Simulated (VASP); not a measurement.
Write the native input for VASP 6.6.1 that does the following.

- Task: relaxation of cell and atoms
- Functional: PBE
- Potentials or basis: VASP PAW PBE potentials, release 64 (Rb_sv, Br)
- Cutoff: 600 eV
- k mesh: 6 × 6 × 6
- Occupations: gaussian, width 0.02 eV
- Spin: no spin polarisation
- Target pressure: 3 GPa
- Dipole correction: no
- Further INCAR settings: ALGO = Normal; EDIFF = 1e-06; IBRION = 2; EDIFFG = -0.008; NSW = 70; ISIF = 3

The structure of RbBr lies in POSCAR:

```
RbBr
1.0
    4.1540015609      0.0000000000      0.0000000000
    0.0000000000      4.1540015609      0.0000000000
    0.0000000000      0.0000000000      4.1540015609
Rb Br
1 1
Direct
    0.0000000000      0.0000000000      0.0000000000
    0.5000000000      0.5000000000      0.5000000000
```

One way to write it, as run:

INCAR

```
ALGO = Normal ; EDIFF = 1E-6
EDIFFG = -0.008 ; ENCUT = 600
GGA = PE ; IBRION = 2
ISIF = 3 ; ISMEAR = 0
LASPH = True ; LCHARG = False
LREAL = False ; LWAVE = False
NELM = 100 ; NSW = 70
PREC = Accurate ; PSTRESS = 30.0
SIGMA = 0.02
```

KPOINTS

```
k-points
0
Gamma
  6 6 6
```

Potentials or basis: VASP PAW PBE potentials, release 64 (Rb_sv, Br).

Run with:

```console
$ cat potpaw_PBE.64/Rb_sv/POTCAR potpaw_PBE.64/Br/POTCAR > POTCAR
$ mpirun -np 1 vasp_std > vasp.out
```

It gave:

```yaml
Relaxed_volume: 31.89 Å³/atom
Relaxed_cell: a = 3.995 Å, b = 3.995 Å, c = 3.995 Å, α = 90.00°, β = 90.00°, γ = 90.00°
Space_group_after_relaxing_to_0.1_Å: Pm-3m (No. 221)
Energy_change_on_relaxing_the_run_minimises_the_enthalpy: +39.8 meV/atom
Ionic_steps: 4
Pressure_after_relaxing: 3.0 GPa
Band_gap_on_the_k_mesh: 4.44 eV (least direct gap 4.59 eV)
```

Caveat: the cell is relaxed towards a set pressure, so the run minimises the enthalpy, not the energy.

It took 2.2 min on 1 thread of Intel Xeon 8259CL (shared host), peak memory 0.23 GiB.
